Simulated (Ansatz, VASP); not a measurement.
# InSb in VASP and in Ansatz

```xyz
2
Lattice="0.0000 3.2599 3.2599 3.2599 0.0000 3.2599 3.2599 3.2599 0.0000" Properties=species:S:1:pos:R:3 pbc="T T T"
In    0.0000    0.0000    0.0000
Sb    4.8899    4.8899    4.8899
```

Alike in both runs: functional PBEsol; k mesh 12 × 12 × 12; occupations fermi-dirac, width 0.15 eV; no spin polarisation.

Ansatz relaxed the structure, and its values are those at the end. VASP's run is a single point on that final structure, the one shown.

|  | VASP | Ansatz |
| --- | --- | --- |
| version | VASP 6.6.1 | Ansatz 0.2.0 |
| potentials or method | VASP PAW PBE potentials, release 64 (In_d, Sb), cutoff 520 eV | scalar-relativistic, plane waves, PAW |
| valence electrons in the cell | 18 | 28 |

```csv
,VASP,Ansatz,Ansatz less VASP
gap on the k mesh at the Fermi level (eV),none,none,-
pressure (GPa),0.0,0.0,-0.02
```

VASP's potentials were made for PBE, not for PBEsol. A gap of «none» marks a metal or a gap that the smearing closes. With one functional, cell and mesh, what is left measures potentials, basis and numerics. VASP's potentials hold 18 valence electrons a cell and Ansatz's 28, so a difference there can come from the potentials and not from the codes.

Neither program's run includes spin-orbit coupling.
